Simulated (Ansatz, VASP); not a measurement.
## One calculation of Be3Pd2S, two programs

```
Be Pd S
1.0
     2.55886    1.47736    3.66377
    -2.55886    1.47736    3.66377
     0.00000   -2.95472    3.66377
Be Pd S
3 2 1
Direct
  0.50000 0.50000 0.00000
  0.00000 0.50000 0.50000
  0.50000 0.00000 0.50000
  0.20355 0.20355 0.20355
  0.79645 0.79645 0.79645
  0.00000 0.00000 0.00000
```

Alike in both runs: task single point; functional PBE; k mesh 6 × 6 × 6; occupations gaussian, width 0.1 eV; collinear spin.

|  | VASP | Ansatz |
| --- | --- | --- |
| version | VASP 6.6.1 | Ansatz 0.2.0 |
| potentials or method | VASP PAW PBE potentials, release 64 (Be, Pd, S), cutoff 520 eV | scalar-relativistic, plane waves, PAW |
| valence electrons in the cell | 32 | 48 |

```tsv
	VASP	Ansatz	Ansatz less VASP
gap on the k mesh at the Fermi level (eV)	none	none	-
pressure (GPa)	16.4	16.4	-0.09
traceless stress, the component that is largest in VASP (GPa)	16.21	16.16	-0.049
rms of the force components (eV/Å)	0.386	0.376	-0.0098
net moment per atom (μB)	0.00	0.00	0.000
```

Atom by atom the forces differ by 0.010 eV/Å (rms over components). A gap of «none» marks a metal or a gap that the smearing closes. With one functional, cell and mesh, what is left measures potentials, basis and numerics. VASP's potentials hold 32 valence electrons a cell and Ansatz's 48, so a difference there can come from the potentials and not from the codes. Ansatz's warnings: seeded moment not kept.
